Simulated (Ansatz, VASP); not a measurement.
Cd: VASP beside Ansatz

```
Cd
1.0
     0.00000    2.28554    2.28554
     2.28554    0.00000    2.28554
     2.28554    2.28554    0.00000
Cd
1
Direct
  0.00000 0.00000 0.00000
```

Alike in both runs: task single point; functional PBE; k mesh 16 × 16 × 16; occupations gaussian, width 0.1 eV; no spin polarisation.

|  | VASP | Ansatz |
| --- | --- | --- |
| version | VASP 6.6.1 | Ansatz 0.2.0 |
| potentials or method | VASP PAW PBE potentials, release 64 (Cd), cutoff 520 eV | scalar-relativistic, plane waves, PAW |
| valence electrons in the cell | 12 | 20 |

Ansatz gave:

```
gap on the k mesh at the Fermi level (eV) : none
pressure (GPa)                            : -1.5
```

Estimate VASP's values.

gap on the k mesh at the Fermi level (eV): none; pressure (GPa): -1.3.

A gap of «none» marks a metal or a gap that the smearing closes. The functional is the same, so the differences come from potentials, cutoffs and numerics. VASP's potentials hold 12 valence electrons a cell and Ansatz's 20, so a difference there can come from the potentials and not from the codes.
